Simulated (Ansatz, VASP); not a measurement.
MgS: VASP beside Ansatz

```
Mg S
1.0
     0.00000    2.64431    2.64431
     2.64431    0.00000    2.64431
     2.64431    2.64431    0.00000
Mg S
1 1
Cartesian
  0.0000 0.0000 0.0000
  2.6443 2.6443 2.6443
```

Change from the starting cell: volume scaled by 1.05.

Alike in both runs: task single point; functional PBE; k mesh 10 × 10 × 10; occupations fermi-dirac, width 0.03 eV; no spin polarisation.

|  | VASP | Ansatz |
| --- | --- | --- |
| version | VASP 6.6.1 | Ansatz 0.2.0 |
| potentials or method | VASP PAW PBE potentials, release 64 (Mg, S), cutoff 600 eV | all-electron LAPW, scalar-relativistic |

```tsv
	VASP	Ansatz	Ansatz less VASP
gap on the k mesh at the Fermi level (eV)	2.67	2.68	+0.013
pressure (GPa)	-2.6	-2.3	+0.25
```

Ansatz ran all-electron here, and VASP with PAW potentials.
